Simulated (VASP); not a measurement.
# In (Fm-3m) in VASP: further runs

The runs below take In through single point, with RPBE.

Everything below comes from runs of VASP 6.6.1. Logs are shortened: lines on timing, memory, paths and dates and some standing lists are left out, and cuts for length are marked.

### 1 The cell of the first run

It takes space group Fm-3m (No. 225, cubic). Conventional cell: a = 4.731 Å, b = 4.731 Å, c = 4.731 Å, α = 90.00°, β = 90.00°, γ = 90.00°. Within 4.4 Å of In (site symmetry m-3m) lie 12 In at 3.35 Å.

### 2 Single point, RPBE (volume scaled by 0.92)

Contents of INCAR:

```
  PREC = Accurate
  ENCUT = 520
  EDIFF = 1E-6
  ISMEAR = -1
  SIGMA = 0.1
  LREAL = False
  LASPH = True
  NELM = 80
  ALGO = Normal
  ISIF = 2
  LWAVE = False
  LCHARG = False
  GGA = RP
  NBANDS = 12
```

Contents of KPOINTS:

```
Automatic mesh
0
Gamma
  13 13 13
```

Contents of POSCAR:

```
In
1.0
    0.0000000000      2.3656190469      2.3656190469
    2.3656190469      0.0000000000      2.3656190469
    2.3656190469      2.3656190469      0.0000000000
In
1
Direct
    0.0000000000      0.0000000000      0.0000000000
```

Potentials or basis: VASP PAW PBE potentials, release 64 (In_d).

On the command line:

```console
$ cat potpaw_PBE.64/In_d/POTCAR > POTCAR
$ mpirun -np 1 vasp_std > vasp.out
```

OUTCAR:

```text
PREC = Accurate
   ENCUT = 520
   EDIFF = 1E-6
   ISMEAR = -1
   LREAL = False
   LASPH = True
   NELM = 80
   ISIF = 2
   GGA = RP

 ion  position               nearest neighbor table
   1  0.000  0.000  0.000-

  LATTYP: Found a face centered cubic cell.
 ALAT       =     4.7312380938

  Lattice vectors:

 A1 = (   0.0000000000,   2.3656190469,   2.3656190469)
 A2 = (   2.3656190469,   0.0000000000,   2.3656190469)
 A3 = (   2.3656190469,   2.3656190469,   0.0000000000)

Analysis of symmetry for initial positions (statically):
=====================================================================
 Subroutine PRICEL returns:
 Original cell was already a primitive cell.

 Routine SETGRP: Setting up the symmetry group for a
 face centered cubic supercell.

 Subroutine GETGRP returns: Found 48 space group operations
 (whereof 48 operations were pure point group operations)
 out of a pool of 48 trial point group operations.

The static configuration has the point symmetry O_h .

Analysis of symmetry for dynamics (positions and initial velocities):
=====================================================================
 Subroutine PRICEL returns:
 Original cell was already a primitive cell.

 Routine SETGRP: Setting up the symmetry group for a
 face centered cubic supercell.

 Subroutine GETGRP returns: Found 48 space group operations
 (whereof 48 operations were pure point group operations)
 out of a pool of 48 trial point group operations.

The dynamic configuration has the point symmetry O_h .

 Subroutine INISYM returns: Found 48 space group operations
 (whereof 48 operations are pure point group operations),
 and found     1 'primitive' translations

----------------------------------------------------------------------------------------

                                     Primitive cell

  volume of cell :      26.4767

  direct lattice vectors                    reciprocal lattice vectors
     0.000000000  2.365619047  2.365619047    -0.211361166  0.211361166  0.211361166
     2.365619047  0.000000000  2.365619047     0.211361166 -0.211361166  0.211361166
     2.365619047  2.365619047  0.000000000     0.211361166  0.211361166 -0.211361166

  length of vectors
     3.345490540  3.345490540  3.345490540     0.366088278  0.366088278  0.366088278

  position of ions in fractional coordinates (direct lattice)
     0.000000000  0.000000000  0.000000000

  ion indices of the primitive-cell ions
   primitive index   ion index
                 1           1

----------------------------------------------------------------------------------------

 KPOINTS: Automatic mesh

Automatic generation of k-mesh.
 Grid dimensions read from file:
 generate k-points for:   13   13   13

 Generating k-lattice:

  Cartesian coordinates                     Fractional coordinates (reciprocal lattice)
    -0.016258551  0.016258551  0.016258551     0.076923077  0.000000000  0.000000000
     0.016258551 -0.016258551  0.016258551     0.000000000  0.076923077  0.000000000
     0.016258551  0.016258551 -0.016258551     0.000000000  0.000000000  0.076923077

  Length of vectors
     0.028160637  0.028160637  0.028160637

  Shift w.r.t. Gamma in fractional coordinates (k-lattice)
     0.000000000  0.000000000  0.000000000

 Subroutine IBZKPT returns following result:
 ===========================================

 Found     84 irreducible k-points:

 Following reciprocal coordinates:
            Coordinates               Weight
  0.000000  0.000000  0.000000      1.000000
  0.076923  0.000000  0.000000      8.000000
  0.153846  0.000000  0.000000      8.000000
  0.230769  0.000000  0.000000      8.000000
  0.307692  0.000000  0.000000      8.000000
  0.384615  0.000000  0.000000      8.000000
[... 16 lines left out ...]
  0.384615  0.153846  0.000000     24.000000
  0.461538  0.153846  0.000000     24.000000
 [... further k-points ...]
   k-points           NKPTS =     84   k-points in BZ     NKDIM =     84   number of bands    NBANDS=     12
   number of dos      NEDOS =    301   number of ions     NIONS =      1
   total plane-waves  NPLWV =  21952
   dimension x,y,z NGX =    28 NGY =   28 NGZ =   28
   dimension x,y,z NGXF=    56 NGYF=   56 NGZF=   56
   ions per type =               1
   NGX,Y,Z   is equivalent  to a cutoff of  13.91, 13.91, 13.91 a.u.
   NGXF,Y,Z  is equivalent  to a cutoff of  27.83, 27.83, 27.83 a.u.
 SYSTEM =  unknown system
   PREC   = accura    normal or accurate (medium, high low for compatibility)
   ISTART =      0    job   : 0-new  1-cont  2-samecut
   ICHARG =      2    charge: 1-file 2-atom 10-const
   ISPIN  =      1    spin polarized calculation?
   LNONCOLLINEAR =      F non collinear calculations
   LSORBIT =      F    spin-orbit coupling
   LASPH  =      T    aspherical Exc in radial PAW
   ENCUT  =  520.0 eV  38.22 Ry    6.18 a.u.   6.22  6.22  6.22*2*pi/ulx,y,z
   NELM   =     80;   NELMIN=  2; NELMDL= -5     # of ELM steps
   EDIFF  = 0.1E-05   stopping-criterion for ELM
   LREAL  =      F    real-space projection
   EDIFFG = 0.1E-04   stopping-criterion for IOM
   NSW    =      0    number of steps for IOM
   IBRION =     -1    ionic relax: 0-MD 1-quasi-New 2-CG
   NFREE  =      0    steps in history (QN), initial steepest desc. (CG)
   ISIF   =      2    stress and relaxation
   ISYM   =      2    0-nonsym 1-usesym 2-fastsym
   POTIM  = 0.5000    time-step for ionic-motion
   TEBEG  =    0.0;   TEEND  =   0.0 temperature during run
   PSTRESS=    0.0 pullay stress
   NELECT =      13.0000    total number of electrons
   NUPDOWN=      -1.0000    fix difference up-down
   EMIN   =  10.00;   EMAX   =-10.00  energy-range for DOS
   EFERMI =   0.00;   METHOD = LEGACY
   ISMEAR =    -1;   SIGMA  =   0.10  broadening in eV -4-tet -1-fermi 0-gaus
   EFERMI_NEDOS =   21; number of points for ismear=-14 and -15
   IALGO  =     38    algorithm
   IMIX   =      4    mixing-type and parameters
     AMIX     =   0.40;   BMIX     =  1.00
     AMIX_MAG =   1.60;   BMIX_MAG =  1.00
  volume/ion in A,a.u.               =      26.48       178.67
  Fermi-wavevector in a.u.,A,eV,Ry     =   1.291520  2.440619 22.694844  1.668024
  Thomas-Fermi vector in A             =   2.423285
   LORBIT       =      0    0 simple, 1 ext, 2 COOP (PROOUT), +10 PAW based schemes
   GGA     = RP    functional components
   LHFCALC =     F    Hartree Fock is set to
   AEXX    =    0.0000 exact exchange contribution
   IVDW    =     0    specifies the selected vdW correction
   LEPSILON=     F    determine dielectric tensor
   LRPA    =     F    only Hartree local field effects (RPA)
 non-spin polarized calculation
  energy-cutoff  :      520.00
  volume of cell :       26.48
 maximum number of plane-waves:       725
 NGX is ok and might be reduce to    28
   NGX = 13   NGY = 13   NGZ = 13

 number of electron      13.0000003 magnetization

 Free energy of the ion-electron system (eV)
  ---------------------------------------------------
  ext. energy  EPLUGINS =         0.00000000
  ---------------------------------------------------
  free energy    TOTEN  =        -2.18453909 eV

  energy without entropy =       -2.17032549  energy(sigma->0) =       -2.17743229

 E-fermi :   7.5802     XC(G=0): -10.1007

 val. band max:        7.5783366086   @ k =   0.4615   0.2308   0.0000
 cond. band min:       7.6620414886   @ k =  -0.3077   0.2308   0.0000
 fundamental gap:      0.0837048800
 Fermi energy:         7.5801525747

 k-point     1 :       0.0000    0.0000    0.0000
  band No.  band energies     occupation
      1      -7.1550      2.00000
      2      -7.1550      2.00000
      3      -7.1550      2.00000
      4      -6.9910      2.00000
      5      -6.9910      2.00000
      6      -1.9278      2.00000
      7      18.0414      0.00000
      8      18.0414      0.00000
      9      18.0414      0.00000
     10      18.9537      0.00000
     11      21.3832      0.00000
     12      21.3832      0.00000

 k-point     2 :       0.0769    0.0000    0.0000
  band No.  band energies     occupation
      1      -7.1566      2.00000
      2      -7.1453      2.00000
      3      -7.1453      2.00000
      4      -6.9921      2.00000
      5      -6.9921      2.00000
      6      -1.7995      2.00000
      7      16.4511      0.00000
      8      17.8070      0.00000
      9      17.8070      0.00000
     10      18.7764      0.00000
     11      21.7854      0.00000
     12      21.7854      0.00000

 k-point     3 :       0.1538    0.0000    0.0000
  band No.  band energies     occupation
      1      -7.1624      2.00000
      2      -7.1244      2.00000
      3      -7.1244      2.00000
      4      -6.9887      2.00000
      5      -6.9887      2.00000
      6      -1.4113      2.00000
      7      13.8387      0.00000
      8      17.3148      0.00000
      9      17.3148      0.00000
     10      18.6862      0.00000
     11      22.4757      0.00000
     12      22.7018      0.00000

 k-point     4 :       0.2308    0.0000    0.0000
  band No.  band energies     occupation
      1      -7.1739      2.00000
      2      -7.1143      2.00000
      3      -7.1143      2.00000
      4      -6.9640      2.00000
      5      -6.9640      2.00000
      6      -0.7567      2.00000
      7      11.2537      0.00000
      8      16.8074      0.00000
      9      16.8074      0.00000
     10      18.5881      0.00000
     11      21.7393      0.00000
     12      21.8211      0.00000

 k-point     5 :       0.3077    0.0000    0.0000
  band No.  band energies     occupation
      1      -7.1899      2.00000
      2      -7.1224      2.00000
      3      -7.1224      2.00000
      4      -6.9179      2.00000
      5      -6.9179      2.00000
      6       0.1681      2.00000
      7       8.8366      0.00001
      8      16.3830      0.00000
      9      16.3830      0.00000
     10      18.4758      0.00000
     11      20.9292      0.00000
     12      20.9309      0.00000

 k-point     6 :       0.3846    0.0000    0.0000
  band No.  band energies     occupation
      1      -7.2056      2.00000
      2      -7.1360      2.00000
      3      -7.1360      2.00000
      4      -6.8723      2.00000
      5      -6.8723      2.00000
      6       1.3573      2.00000
      7       6.6375      1.99984
      8      16.0810      0.00000
      9      16.0810      0.00000
     10      18.3655      0.00000
     11      20.3192      0.00000
     12      20.3192      0.00000

 k-point     7 :       0.4615    0.0000    0.0000
  band No.  band energies     occupation
      1      -7.2154      2.00000
      2      -7.1450      2.00000
      3      -7.1450      2.00000
      4      -6.8449      2.00000
      5      -6.8448      2.00000
      6       2.7548      2.00000
      7       4.7314      2.00000
      8      15.9240      0.00000
      9      15.9240      0.00000
     10      18.2936      0.00000
     11      20.0114      0.00000
     12      20.0114      0.00000

 k-point     8 :       0.0769    0.0769    0.0000
  band No.  band energies     occupation
      1      -7.1670      2.00000
      2      -7.1363      2.00000
      3      -7.1363      2.00000
      4      -7.0033      2.00000
      5      -6.9831      2.00000
      6      -1.7567      2.00000
      7      17.0543      0.00000
      8      17.0543      0.00000
      9      17.4394      0.00000
     10      18.2578      0.00000
     11      22.3359      0.00000
     12      22.3820      0.00000
[... 166 lines left out ...]
 k-point    20 :       0.1538    0.1538    0.0000
  band No.  band energies     occupation
      1      -7.2001      2.00000
      2      -7.0835      2.00000
      3      -7.0835      2.00000
      4      -7.0406      2.00000
      5      -6.9614      2.00000
      6      -1.2397      2.00000
      7      15.4622      0.00000
      8      15.4622      0.00000
      9      16.1583      0.00000
     10      17.2153      0.00000
     11      19.2799      0.00000
     12      24.3261      0.00000

 k-point    21 :       0.2308    0.1538    0.0000
  band No.  band energies     occupation
      1      -7.2146      2.00000
      2      -7.0766      2.00000
      3      -7.0557      2.00000
      4      -7.0382      2.00000
      5      -6.9404      2.00000
      6      -0.7610      2.00000
      7      13.2761      0.00000
      8      14.7835      0.00000
      9      15.8312      0.00000
     10      17.4505      0.00000
     11      18.3528      0.00000
     12      24.2739      0.00000

 k-point    22 :       0.3077    0.1538    0.0000
  band No.  band energies     occupation
      1      -7.2179      2.00000
      2      -7.1005      2.00000
      3      -7.0503      2.00000
      4      -7.0030      2.00000
      5      -6.9011      2.00000
      6      -0.0149      2.00000
      7      10.8024      0.00000
      8      14.3338      0.00000
      9      15.0625      0.00000
     10      16.9345      0.00000
     11      19.5794      0.00000
     12      23.9888      0.00000

 k-point    23 :       0.3846    0.1538    0.0000
  band No.  band energies     occupation
      1      -7.2157      2.00000
      2      -7.1185      2.00000
      3      -7.0610      2.00000
      4      -6.9683      2.00000
      5      -6.8603      2.00000
      6       0.9978      2.00000
      7       8.4913      0.00022
      8      14.1371      0.00000
      9      14.1465      0.00000
     10      16.6073      0.00000
     11      21.3251      0.00000
     12      23.2732      0.00000

 k-point    24 :       0.4615    0.1538    0.0000
  band No.  band energies     occupation
      1      -7.2105      2.00000
      2      -7.1292      2.00000
      3      -7.0749      2.00000
      4      -6.9356      2.00000
      5      -6.8381      2.00000
      6       2.2600      2.00000
      7       6.4090      1.99998
      8      13.3118      0.00000
      9      14.2095      0.00000
     10      16.5727      0.00000
     11      22.4985      0.00000
     12      22.5446      0.00000

 [... further k-points ...]
[... 5 lines left out ...]
  --------------------------------------------------------------------------------------
  -------------------------------------------------------------------------------------
  Total        0.5110392      0.5110392      0.5110392     -0.0000000     -0.0000000     -0.0000000
  in kB       30.9243369     30.9243369     30.9243369     -0.0000000     -0.0000000     -0.0000000
  external PRESSURE =      30.9243369 kB  Pullay stress =       0.0000000 kB

 VOLUME and BASIS-vectors are now :
 -----------------------------------------------------------------------------
  energy-cutoff  :      520.00
  volume of cell :       26.48
      direct lattice vectors                 reciprocal lattice vectors
     0.000000000  2.365619047  2.365619047    -0.211361166  0.211361166  0.211361166
     2.365619047  0.000000000  2.365619047     0.211361166 -0.211361166  0.211361166
     2.365619047  2.365619047  0.000000000     0.211361166  0.211361166 -0.211361166

 POSITION                                       TOTAL-FORCE (eV/Angst)
 -----------------------------------------------------------------------------------
      0.00000      0.00000      0.00000         0.000000     -0.000000     -0.000000
 -----------------------------------------------------------------------------------
    total drift:                               -0.000000     -0.000000     -0.000000

  FREE ENERGIE OF THE ION-ELECTRON SYSTEM (eV)
  ---------------------------------------------------
  free  energy   TOTEN  =        -2.1845390946 eV

  energy  without entropy=       -2.1703254918  energy(sigma->0) =       -2.17743229
```

It took 20 s on 1 thread of Intel Xeon Platinum 8488C (Sapphire Rapids), shared host; peak memory 0.17 GiB.

Results:

```yaml
Free_energy: -2.1845 eV
Pressure: 3.1 GPa
```

Levels at points of the mesh, in eV from the Fermi level:
```csv
k point,band 3,band 4,band 5,band 6,band 7,band 8,band 9,band 10
"(0.00, 0.00, 0.00)",-14.74,-14.57,-14.57,-9.51,10.46,10.46,10.46,11.37
```

Caveat: the PAW data sets were made with another functional, which shifts forces and pressure a little; spin-orbit coupling is left out, which moves the levels of the heavy elements.

### 3 Single point, RPBE (volume scaled by 0.96)

Contents of INCAR:

```
PREC = Accurate ; ENCUT = 520
EDIFF = 1E-6 ; ISMEAR = -1
SIGMA = 0.1 ; LREAL = F
LASPH = T ; NELM = 100
ALGO = Normal ; ISIF = 2
LWAVE = F ; LCHARG = F
GGA = RP ; NBANDS = 12
```

Contents of KPOINTS:

```
regular mesh
0
Gamma
  13 13 13
```

Contents of POSCAR:

```
In
1.0
    0.0000000000      2.3994181712      2.3994181712
    2.3994181712      0.0000000000      2.3994181712
    2.3994181712      2.3994181712      0.0000000000
In
1
Direct
    0.0000000000      0.0000000000      0.0000000000
```

Potentials or basis: VASP PAW PBE potentials, release 64 (In_d).

On the command line:

```console
$ cat potpaw_PBE.64/In_d/POTCAR > POTCAR
$ mpirun -np 1 vasp_std > vasp.out
```

It took 26 s on 1 thread of Intel Xeon Platinum 8488C (Sapphire Rapids), shared host; peak memory 0.17 GiB.

It converged, with:

```
Free energy : -2.2009 eV
Pressure    : 1.3 GPa
```

Levels at points of the mesh, in eV from the Fermi level:
```
           k point  band 3  band 4  band 5  band 6  band 7  band 8  band 9  band 10
(0.00, 0.00, 0.00)  -14.68  -14.54  -14.54   -9.21   10.09   10.09   10.09    11.29
```

Caveat: the PAW data sets were made with another functional, which shifts forces and pressure a little; spin-orbit coupling is left out, which moves the levels of the heavy elements.
